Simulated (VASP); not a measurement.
Write the native input for VASP 6.6.1 that does the following.

* Task: single point
* Functional: PBEsol
* Potentials or basis: VASP PAW PBE potentials, release 64 (Ti_sv, C)
* Cutoff: 520 eV
* k mesh: 11 × 11 × 11
* Occupations: fermi-dirac, width 0.05 eV
* Spin: no spin polarisation
* Dipole correction: no
* Further INCAR settings: ALGO = Normal; EDIFF = 1e-06; NBANDS = 15

The structure of TiC lies in POSCAR:

```
TiC
1.0
    0.0000000000      2.1465562527      2.1465562527
    2.1465562527      0.0000000000      2.1465562527
    2.1465562527      2.1465562527      0.0000000000
Ti C
1 1
Direct
    0.0000000000      0.0000000000      0.0000000000
    0.5000000000      0.5000000000      0.5000000000
```

One way to write it, as run:

INCAR

```
  PREC = Accurate
  ENCUT = 520
  EDIFF = 1E-6
  ISMEAR = -1
  SIGMA = 0.05
  LREAL = F
  LASPH = T
  NELM = 100
  ALGO = Normal
  ISIF = 2
  LWAVE = F
  LCHARG = F
  GGA = PS
  NBANDS = 15
```

KPOINTS

```
Automatic mesh
0
Gamma
  11 11 11
```

Potentials or basis: VASP PAW PBE potentials, release 64 (Ti_sv, C).

The run is started by

```bash
$ cat potpaw_PBE.64/Ti_sv/POTCAR potpaw_PBE.64/C/POTCAR > POTCAR
$ mpirun -np 1 vasp_std > vasp.out
```

It gave:

The pressure is 0.3 GPa. The band gap on the k mesh is zero (band 8 reaches 10.29 eV, above the bottom of band 9 at 9.20 eV).

Caveat: the PAW data sets were made with another functional, which shifts forces and pressure a little.

Run time: 11 s on 1 thread of Intel Xeon 6975P-C, with other jobs on the host, peak memory 0.15 GiB.
